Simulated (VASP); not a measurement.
A run of VASP 6.6.1 is set up as follows.

Contents of POSCAR:

```
SiC
1.0
    3.0125764188      0.0000000000      0.0000000000
   -1.5062882094      2.6089677095      0.0000000000
    0.0000000000      0.0000000000      4.9450571747
Si C
2 2
Direct
    0.3333333333      0.6666666667      0.4995917774
    0.6666666667      0.3333333333      0.9995917774
    0.3333333333      0.6666666667      0.8754082226
    0.6666666667      0.3333333333      0.3754082226
```

File INCAR.step1:

```
SYSTEM = SiC
PREC     = Accurate       ! precision mode
ENCUT    = 520            ! plane-wave cutoff, eV
ISMEAR   = 0              ! smearing method
SIGMA    = 0.01           ! smearing width, eV
LREAL    = .FALSE.        ! projectors in reciprocal space
LASPH    = .TRUE.         ! aspherical terms in the spheres
NELM     = 80             ! most SCF steps
NBANDS   = 16             ! bands
GGA      = PE             ! functional
ALGO     = Normal         ! electronic algorithm
EDIFF    = 1E-4           ! SCF threshold, eV
LWAVE    = .TRUE.         ! write WAVECAR
LCHARG   = .FALSE.        ! write CHGCAR
```

INCAR.step2

```
SYSTEM = SiC
PREC     = Accurate       ! precision mode
ENCUT    = 520            ! plane-wave cutoff, eV
EDIFF    = 1E-6           ! SCF threshold, eV
ISMEAR   = 0              ! smearing method
SIGMA    = 0.01           ! smearing width, eV
LREAL    = .FALSE.        ! projectors in reciprocal space
LASPH    = .TRUE.         ! aspherical terms in the spheres
NELM     = 80             ! most SCF steps
ALGO     = Normal         ! electronic algorithm
ISIF     = 2              ! what is computed and relaxed
LWAVE    = .FALSE.        ! write WAVECAR
LCHARG   = .TRUE.         ! write CHGCAR
METAGGA  = R2SCAN         ! meta-GGA
LMIXTAU  = .TRUE.       
LELF     = .TRUE.         ! ELF
LVHAR    = .TRUE.       
NBANDS   = 16             ! bands
ISTART   = 1
```

Contents of KPOINTS:

```
regular mesh
0
G
  9 9 4
  0 0 0
```

Potentials or basis: VASP PAW PBE potentials, release 64 (Si, C).

The run is started by

```sh
$ cat potpaw_PBE.64/Si/POTCAR potpaw_PBE.64/C/POTCAR > POTCAR
$ cp INCAR.step1 INCAR
$ mpirun -np 1 vasp_std > vasp.out
$ cp INCAR.step2 INCAR
$ mpirun -np 1 vasp_std > vasp.out
```

**Question.** Predict the largest force.

**Answer.** 0.010 eV/Å.

**Question.** Predict the band gap on the k mesh.

**Answer.** 2.57 eV, indirect (least direct gap 4.67 eV).

**Question.** What does it give for the pressure?

**Answer.** 15.6 GPa.

Forces in eV/Å, atoms in the order of the input:
```
Si   0.000  0.000  0.010
Si   0.000  0.000  0.010
C    0.000  0.000 -0.010
C    0.000  0.000 -0.010
```

Caveat: the PAW data sets were made with another functional, which shifts forces and pressure a little. A k mesh can miss the band edges.
